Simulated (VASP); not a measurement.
# SiC (I-4m2) in VASP: a series of runs, part 2 of 2

VASP 6.6.1. The steps go on from the part before.

**3. Single point, r2SCAN**

This run uses another cell than the first one, of the same volume but with other edges.

Contents of POSCAR:

```
SiC
1.0
    0.0000000000      2.3662207023      1.8456521478
    2.3662207023      0.0000000000      1.8456521478
    2.3662207023      2.3662207023      0.0000000000
Si C
1 1
Direct
    0.0000000000      0.0000000000      0.0000000000
    0.7500000000      0.7500000000      0.7500000000
```

Contents of INCAR.step1:

```
SYSTEM = SiC
  PREC = Accurate
  ENCUT = 520
  ISMEAR = 0
  SIGMA = 0.05
  LREAL = .False.
  LASPH = .True.
  NELM = 100
  NBANDS = 11
  GGA = PE
  ALGO = Normal
  EDIFF = 1E-4
  LWAVE = .True.
  LCHARG = .False.
```

Contents of INCAR.step2:

```
SYSTEM = SiC
  PREC = Accurate
  ENCUT = 520
  EDIFF = 1E-7
  ISMEAR = 0
  SIGMA = 0.05
  LREAL = .False.
  LASPH = .True.
  NELM = 100
  ALGO = Normal
  ISIF = 2
  LWAVE = .False.
  LCHARG = .False.
  METAGGA = R2SCAN
  LMIXTAU = .True.
  NBANDS = 11
  ISTART = 1
```

Contents of KPOINTS:

```
Automatic mesh
0
Gamma
  12 12 12
  0 0 0
```

Potentials or basis: VASP PAW PBE potentials, release 64 (Si, C).

Launch:

```console
$ cat potpaw_PBE.64/Si/POTCAR potpaw_PBE.64/C/POTCAR > POTCAR
$ cp INCAR.step1 INCAR
$ mpirun -np 1 vasp_std > vasp.out
$ cp INCAR.step2 INCAR
$ mpirun -np 1 vasp_std > vasp.out
```

OUTCAR:

```text
SYSTEM = SiC
   PREC = Accurate
   ENCUT = 520
   EDIFF = 1E-7
   ISMEAR = 0
   LREAL = .False.
   LASPH = .True.
   NELM = 100
   ISIF = 2
   METAGGA = R2SCAN
   ISTART = 1

 ion  position               nearest neighbor table
   1  0.000  0.000  0.000-   2 1.91   2 1.91   2 1.91   2 1.91
   2  0.750  0.750  0.750-   1 1.91   1 1.91   1 1.91   1 1.91

  LATTYP: Found a body centered tetragonal cell.
 ALAT       =     3.3463414088
 C/A-ratio  =     1.1030865787

  Lattice vectors:

 A1 = (   0.0000000000,  -2.3662207023,  -1.8456521478)
 A2 = (   0.0000000000,   2.3662207023,  -1.8456521478)
 A3 = (   2.3662207023,   0.0000000000,   1.8456521478)

Analysis of symmetry for initial positions (statically):
=====================================================================
 Subroutine PRICEL returns:
 Original cell was already a primitive cell.

 Routine SETGRP: Setting up the symmetry group for a
 body centered tetragonal supercell.

 Subroutine GETGRP returns: Found  8 space group operations
 (whereof  8 operations were pure point group operations)
 out of a pool of 16 trial point group operations.

The static configuration has the point symmetry D_2d.

Analysis of symmetry for dynamics (positions and initial velocities):
=====================================================================
 Subroutine PRICEL returns:
 Original cell was already a primitive cell.

 Routine SETGRP: Setting up the symmetry group for a
 body centered tetragonal supercell.

 Subroutine GETGRP returns: Found  8 space group operations
 (whereof  8 operations were pure point group operations)
 out of a pool of 16 trial point group operations.

The dynamic configuration has the point symmetry D_2d.

 Subroutine INISYM returns: Found  8 space group operations
 (whereof  8 operations are pure point group operations),
 and found     1 'primitive' translations

----------------------------------------------------------------------------------------

                                     Primitive cell
[... 114 lines left out ...]
  Thomas-Fermi vector in A             =   2.329117
   LORBIT       =      0    0 simple, 1 ext, 2 COOP (PROOUT), +10 PAW based schemes
   METAGGA = R2SCAN    functional components
   LHFCALC =     F    Hartree Fock is set to
   AEXX    =    0.0000 exact exchange contribution
   IVDW    =     0    specifies the selected vdW correction
   LEPSILON=     F    determine dielectric tensor
   LRPA    =     F    only Hartree local field effects (RPA)
 non-spin polarized calculation
 Gauss-broadening in eV      SIGMA  =   0.05
  energy-cutoff  :      520.00
  volume of cell :       20.67
 maximum number of plane-waves:       575
 NGX is ok and might be reduce to    24

 number of electron       8.0000000 magnetization

 Free energy of the ion-electron system (eV)
  ---------------------------------------------------
  ext. energy  EPLUGINS =         0.00000000
  ---------------------------------------------------
  free energy    TOTEN  =       -18.78325126 eV

  energy without entropy =      -18.78324999  energy(sigma->0) =      -18.78325062

 E-fermi :   9.0096     XC(G=0): -11.9986

 val. band max:        8.9194129372   @ k =   0.5000   0.5000   0.0000
 cond. band min:       9.0997083169   @ k =   0.0000   0.0000   0.0000
 fundamental gap:      0.1802953797
 Fermi energy:         9.0095625175

 k-point     1 :       0.0000    0.0000    0.0000
  band No.  band energies     occupation
      1      -8.0888      2.00000
      2       7.8229      2.00000
      3       7.8229      2.00000
      4       9.0997      0.01078
      5      14.7014      0.00000
      6      15.7300      0.00000
      7      16.5476      0.00000
      8      16.5476      0.00000
      9      19.6700      0.00000
     10      23.6001      0.00000
     11      23.8738      0.00000
[... 309 lines left out ...]
 k-point    24 :      -0.4167    0.1667    0.0000
  band No.  band energies     occupation
      1      -4.1480      2.00000
      2       0.3315      2.00000
      3       5.0600      2.00000
      4       6.3790      2.00000
      5      12.2410      0.00000
      6      16.0805      0.00000
      7      16.9163      0.00000
      8      19.2260      0.00000
      9      23.6883      0.00000
     10      25.5864      0.00000
     11      27.8125      0.00000

 [... further k-points ...]
[... 5 lines left out ...]
  --------------------------------------------------------------------------------------
  -------------------------------------------------------------------------------------
  Total       -2.5681804     -2.5681804      3.1700055      0.0000000      0.0000000      0.0000000
  in kB     -199.0883098   -199.0883098    245.7424872      0.0000000      0.0000000      0.0000000
  external PRESSURE =     -50.8113775 kB  Pullay stress =       0.0000000 kB

 VOLUME and BASIS-vectors are now :
 -----------------------------------------------------------------------------
  energy-cutoff  :      520.00
  volume of cell :       20.67
      direct lattice vectors                 reciprocal lattice vectors
     0.000000000  2.366220702  1.845652148    -0.211307423  0.211307423  0.270906953
     2.366220702  0.000000000  1.845652148     0.211307423 -0.211307423  0.270906953
     2.366220702  2.366220702  0.000000000     0.211307423  0.211307423 -0.270906953

 POSITION                                       TOTAL-FORCE (eV/Angst)
 -----------------------------------------------------------------------------------
      0.00000      0.00000      0.00000        -0.000000     -0.000000     -0.000000
      3.54933      3.54933      2.76848         0.000000      0.000000      0.000000
 -----------------------------------------------------------------------------------
    total drift:                                0.000021      0.000021      0.000022

  FREE ENERGIE OF THE ION-ELECTRON SYSTEM (eV)
  ---------------------------------------------------
  free  energy   TOTEN  =       -18.7832512552 eV

  energy  without entropy=      -18.7832499897  energy(sigma->0) =      -18.78325062
```

OSZICAR.step1:

```text
N       E                     dE             d eps       ncg     rms          rms(c)
DAV:   1     0.414205717395E+01    0.41421E+01   -0.38993E+03  3698   0.612E+02
DAV:   2    -0.157120584496E+02   -0.19854E+02   -0.18823E+02  4364   0.110E+02
DAV:   3    -0.163520936832E+02   -0.64004E+00   -0.63895E+00  4421   0.164E+01
DAV:   4    -0.163544708869E+02   -0.23772E-02   -0.23771E-02  4096   0.126E+00
DAV:   5    -0.163544807584E+02   -0.98715E-05   -0.98714E-05  4416   0.763E-02    0.853E+00
DAV:   6    -0.146138674798E+02    0.17406E+01   -0.62851E+00  3904   0.112E+01    0.367E+00
DAV:   7    -0.145750021587E+02    0.38865E-01   -0.35237E-01  4326   0.345E+00    0.170E+00
DAV:   8    -0.145672212262E+02    0.77809E-02   -0.18532E-02  4043   0.912E-01    0.177E-01
DAV:   9    -0.145671445347E+02    0.76692E-04   -0.20763E-03  4557   0.249E-01    0.103E-01
DAV:  10    -0.145672177458E+02   -0.73211E-04   -0.17732E-04  3633   0.857E-02
   1 F= -.14567218E+02 E0= -.14567178E+02  d E =-.794507E-04
```

It took 56 s on 1 thread of Intel Xeon Platinum 8559C (Emerald Rapids), shared host; peak memory 0.16 GiB.

What came out:

| Item | Value |
| --- | --- |
| Free energy | -18.7833 eV |
| Pressure | -5.1 GPa |
| Band gap on the k mesh | zero (band 4 reaches 9.10 eV, above the bottom of band 5 at 8.92 eV) |

Caveat: the PAW data sets were made with another functional, which shifts forces and pressure a little.

**4. Single point, r2SCAN**

This run uses another cell than the first one, of the same volume but with other edges.

Contents of POSCAR:

```
SiC
1.0
    0.0000000000      1.9957478336      2.5944721837
    1.9957478336      0.0000000000      2.5944721837
    1.9957478336      1.9957478336      0.0000000000
Si C
1 1
Direct
    0.0000000000      0.0000000000      0.0000000000
    0.7500000000      0.7500000000      0.7500000000
```

Contents of INCAR.step1:

```
SYSTEM = SiC
ALGO = Normal
EDIFF = 1E-4
ENCUT = 520
GGA = PE
ISMEAR = 0
LASPH = .True.
LCHARG = .False.
LREAL = .False.
LWAVE = .True.
NBANDS = 11
NELM = 100
PREC = Accurate
SIGMA = 0.05
```

Contents of INCAR.step2:

```
SYSTEM = SiC
ALGO = Normal
EDIFF = 1E-7
ENCUT = 520
ISIF = 2
ISMEAR = 0
ISTART = 1
LASPH = .True.
LCHARG = .True.
LELF = .True.
LMIXTAU = .True.
LREAL = .False.
LVHAR = .True.
LWAVE = .False.
METAGGA = R2SCAN
NBANDS = 11
NELM = 100
PREC = Accurate
SIGMA = 0.05
```

Contents of KPOINTS:

```
k-points
0
Gamma
  12 12 12
  0 0 0
```

Potentials or basis: VASP PAW PBE potentials, release 64 (Si, C).

Launch:

```console
$ cat potpaw_PBE.64/Si/POTCAR potpaw_PBE.64/C/POTCAR > POTCAR
$ cp INCAR.step1 INCAR
$ mpirun -np 1 vasp_std > vasp.out
$ cp INCAR.step2 INCAR
$ mpirun -np 1 vasp_std > vasp.out
```

OUTCAR:

```text
SYSTEM = SiC
   EDIFF = 1E-7
   ENCUT = 520
   ISIF = 2
   ISMEAR = 0
   ISTART = 1
   LASPH = .True.
   LREAL = .False.
   METAGGA = R2SCAN
   NELM = 100
   PREC = Accurate

 ion  position               nearest neighbor table
   1  0.000  0.000  0.000-   2 1.92   2 1.92   2 1.92   2 1.92
   2  0.750  0.750  0.750-   1 1.92   1 1.92   1 1.92   1 1.92

  LATTYP: Found a body centered tetragonal cell.
 ALAT       =     2.8224136534
 C/A-ratio  =     1.8384776311

  Lattice vectors:

[... 514 lines left out ...]
      6      16.6837      0.00000
      7      19.1108      0.00000
      8      19.7811      0.00000
      9      24.2958      0.00000
     10      24.8189      0.00000
     11      27.7368      0.00000

 [... further k-points ...]
[... 5 lines left out ...]
  --------------------------------------------------------------------------------------
  -------------------------------------------------------------------------------------
  Total        4.5582749      4.5582749    -10.1555013      0.0000000     -0.0000000      0.0000000
  in kB      353.3627361    353.3627361   -787.2661919      0.0000000     -0.0000000      0.0000000
  external PRESSURE =     -26.8469066 kB  Pullay stress =       0.0000000 kB

 VOLUME and BASIS-vectors are now :
 -----------------------------------------------------------------------------
  energy-cutoff  :      520.00
  volume of cell :       20.67
      direct lattice vectors                 reciprocal lattice vectors
     0.000000000  1.995747834  2.594472184    -0.250532653  0.250532653  0.192717426
     1.995747834  0.000000000  2.594472184     0.250532653 -0.250532653  0.192717426
     1.995747834  1.995747834  0.000000000     0.250532653  0.250532653 -0.192717426

 POSITION                                       TOTAL-FORCE (eV/Angst)
 -----------------------------------------------------------------------------------
      0.00000      0.00000      0.00000         0.000000      0.000000     -0.000000
      2.99362      2.99362      3.89171        -0.000000     -0.000000      0.000000
 -----------------------------------------------------------------------------------
    total drift:                                0.000000      0.000000      0.000000

  FREE ENERGIE OF THE ION-ELECTRON SYSTEM (eV)
  ---------------------------------------------------
  free  energy   TOTEN  =       -18.1868343292 eV

  energy  without entropy=      -18.1867517794  energy(sigma->0) =      -18.18679305
```

OSZICAR.step1:

```text
N       E                     dE             d eps       ncg     rms          rms(c)
DAV:   1     0.425586759009E+01    0.42559E+01   -0.39185E+03  3752   0.612E+02
DAV:   2    -0.152140926562E+02   -0.19470E+02   -0.18438E+02  4449   0.106E+02
DAV:   3    -0.158442152411E+02   -0.63012E+00   -0.62885E+00  4501   0.160E+01
DAV:   4    -0.158465470103E+02   -0.23318E-02   -0.23316E-02  4094   0.121E+00
DAV:   5    -0.158465569364E+02   -0.99261E-05   -0.99261E-05  4529   0.742E-02    0.855E+00
DAV:   6    -0.140461865795E+02    0.18004E+01   -0.68061E+00  3967   0.114E+01    0.359E+00
DAV:   7    -0.140131225218E+02    0.33064E-01   -0.33907E-01  4371   0.343E+00    0.173E+00
DAV:   8    -0.140048249409E+02    0.82976E-02   -0.21058E-02  4123   0.960E-01    0.168E-01
DAV:   9    -0.140046534324E+02    0.17151E-03   -0.25405E-03  4609   0.259E-01    0.972E-02
DAV:  10    -0.140047353267E+02   -0.81894E-04   -0.19904E-04  3755   0.923E-02
   1 F= -.14004735E+02 E0= -.14004669E+02  d E =-.133598E-03
```

Wall time 56 s (1 thread of Intel Xeon Platinum 8559C (Emerald Rapids), shared host); peak memory 0.16 GiB.

Results:

- Free energy: -18.1868 eV
- Pressure: -2.7 GPa
- Band gap on the k mesh: zero (band 4 reaches 9.46 eV, above the bottom of band 5 at 9.37 eV)

Stress tensor (GPa, compression positive):
```
 35.34   0.00   0.00
  0.00  35.34   0.00
  0.00   0.00 -78.73
```

Caveat: the PAW data sets were made with another functional, which shifts forces and pressure a little.

**5. Single point, r2SCAN**

This run uses another cell than the first one, of the same volume but with other edges.

Contents of POSCAR:

```
SiC
1.0
    0.0000000000      2.2395332162      2.0603705589
    2.2395332162      0.0000000000      2.0603705589
    2.2395332162      2.2395332162      0.0000000000
Si C
1 1
Direct
    0.0000000000      0.0000000000      0.0000000000
    0.7500000000      0.7500000000      0.7500000000
```

Contents of INCAR.step1:

```
PREC = Accurate
ENCUT = 520
ISMEAR = 0
SIGMA = 0.05
LREAL = False
LASPH = True
NELM = 60
NBANDS = 11
GGA = PE
ALGO = Normal
EDIFF = 1E-4
LWAVE = True
LCHARG = False
```

Contents of INCAR.step2:

```
PREC = Accurate
ENCUT = 520
EDIFF = 1E-7
ISMEAR = 0
SIGMA = 0.05
LREAL = False
LASPH = True
NELM = 60
ALGO = Normal
ISIF = 2
LWAVE = False
LCHARG = True
METAGGA = R2SCAN
LMIXTAU = True
LELF = True
LVHAR = True
NBANDS = 11
ISTART = 1
```

Contents of KPOINTS:

```
Automatic mesh
0
Gamma
  12 12 12
```

Launch:

```console
$ cat potpaw_PBE.64/Si/POTCAR potpaw_PBE.64/C/POTCAR > POTCAR
$ cp INCAR.step1 INCAR
$ mpirun -np 1 vasp_std > vasp.out
$ cp INCAR.step2 INCAR
$ mpirun -np 1 vasp_std > vasp.out
```

Run time: 56 s. Hardware: 1 thread of Intel Xeon Platinum 8559C (Emerald Rapids), shared host; peak memory 0.16 GiB.

The run converged. Its results:

```
Free energy            : -19.2522 eV
Pressure               : -0.7 GPa
Band gap on the k mesh : 0.90 eV, indirect (least direct gap 4.97 eV)
```

Stress tensor (GPa, compression positive):
```
-7.28  0.00  0.00
 0.00 -7.28  0.00
 0.00  0.00 12.43
```

Levels at points of the mesh, in eV from the valence-band top:
| k point | band 2 | band 3 | band 4 | band 5 | band 6 | band 7 |
| --- | --- | --- | --- | --- | --- | --- |
| (0.00, 0.00, 0.00) | -0.52 | -0.52 | 0.00 | 6.45 | 7.35 | 7.61 |
| (0.50, 0.00, 0.00) | -9.18 | -1.96 | -0.99 | 5.19 | 6.77 | 8.53 |
| (0.50, 0.50, 0.00) | -7.69 | -4.29 | -4.29 | 0.90 | 3.46 | 14.52 |
| (0.50, 0.00, 0.50) | -8.76 | -3.40 | -3.29 | 1.68 | 4.99 | 13.51 |

Caveat: the PAW data sets were made with another functional, which shifts forces and pressure a little.

**6. Single point, r2SCAN**

This run uses another cell than the first one, of the same volume but with other edges.

Contents of POSCAR:

```
SiC
1.0
    0.0000000000      2.1100328771      2.3210361648
    2.1100328771      0.0000000000      2.3210361648
    2.1100328771      2.1100328771      0.0000000000
Si C
1 1
Direct
    0.0000000000      0.0000000000      0.0000000000
    0.7500000000      0.7500000000      0.7500000000
```

Contents of INCAR.step1:

```
PREC     = Accurate       # precision mode
ENCUT    = 520            # plane-wave cutoff, eV
ISMEAR   = 0              # smearing method
SIGMA    = 0.05           # smearing width, eV
LREAL    = F              # projectors in reciprocal space
LASPH    = T              # aspherical terms in the spheres
NELM     = 80             # most SCF steps
NBANDS   = 11             # bands
GGA      = PE             # functional
ALGO     = Normal         # electronic algorithm
EDIFF    = 1E-4           # SCF threshold, eV
LWAVE    = T              # write WAVECAR
LCHARG   = F              # write CHGCAR
```

Contents of INCAR.step2:

```
PREC     = Accurate       # precision mode
ENCUT    = 520            # plane-wave cutoff, eV
EDIFF    = 1E-7           # SCF threshold, eV
ISMEAR   = 0              # smearing method
SIGMA    = 0.05           # smearing width, eV
LREAL    = F              # projectors in reciprocal space
LASPH    = T              # aspherical terms in the spheres
NELM     = 80             # most SCF steps
ALGO     = Normal         # electronic algorithm
ISIF     = 2              # what is computed and relaxed
LWAVE    = F              # write WAVECAR
LCHARG   = T              # write CHGCAR
METAGGA  = R2SCAN         # meta-GGA
LMIXTAU  = T            
LELF     = T              # ELF
LVHAR    = T            
NBANDS   = 11             # bands
ISTART   = 1
```

KPOINTS is that of step 5.

Potentials or basis: VASP PAW PBE potentials, release 64 (Si, C).

Launch:

```console
$ cat potpaw_PBE.64/Si/POTCAR potpaw_PBE.64/C/POTCAR > POTCAR
$ cp INCAR.step1 INCAR
$ mpirun -np 1 vasp_std > vasp.out
$ cp INCAR.step2 INCAR
$ mpirun -np 1 vasp_std > vasp.out
```

Run time: 54 s. Hardware: 1 thread of Intel Xeon Platinum 8559C (Emerald Rapids), shared host; peak memory 0.16 GiB.

The run converged. Its results:

* Free energy: -19.2027 eV
* Pressure: -0.7 GPa
* Band gap on the k mesh: 1.18 eV, indirect (least direct gap 4.97 eV)

Stress tensor (GPa, compression positive):
```
 10.01   0.00   0.00
  0.00  10.01   0.00
  0.00   0.00 -22.19
```

Levels at points of the mesh, in eV from the valence-band top:
```
           k point  band 1  band 2  band 3  band 4  band 5  band 6  band 7  band 8
(0.00, 0.00, 0.00)  -16.49   -0.81   -0.02   -0.02    6.44    7.50    7.50    7.73
(0.50, 0.00, 0.00)  -12.84   -9.12   -2.05   -0.75    4.81    7.67    8.22   10.77
(0.50, 0.50, 0.00)  -11.89   -9.17   -2.89   -2.89    2.08    5.67   14.57   15.06
(0.50, 0.00, 0.50)  -11.13   -7.93   -4.04   -3.86    1.18    3.97   13.02   15.76
```

Caveat: the PAW data sets were made with another functional, which shifts forces and pressure a little.

**7. The runs side by side**

| cell | gap on the mesh (eV) | pressure (GPa) |
| --- | --- | --- |
| a = 3.202, b = 3.202, c = 2.899 Å, angles 63.1, 63.1, 53.8°, 2 atoms | 0.61 | -1.8 |
| a = 3.001, b = 3.001, c = 3.346 Å, angles 56.1, 56.1, 67.8°, 2 atoms | none | -5.1 |
| a = 3.273, b = 3.273, c = 2.822 Å, angles 64.5, 64.5, 51.1°, 2 atoms | none | -2.7 |
| a = 3.043, b = 3.043, c = 3.167 Å, angles 58.6, 58.6, 62.7°, 2 atoms | 0.90 | -0.7 |
| a = 3.137, b = 3.137, c = 2.984 Å, angles 61.6, 61.6, 56.8°, 2 atoms | 1.18 | -0.7 |

Alike in all rows: task single point; level r2SCAN; potentials or basis VASP PAW PBE potentials, release 64 (Si, C); no spin polarisation; k mesh 12 × 12 × 12; cutoff (eV) 520; smearing gaussian 0.05 eV.

Caveats: the PAW data sets were made with another functional, which shifts forces and pressure a little.

Absolute energies hang on the potentials; compare differences alone.
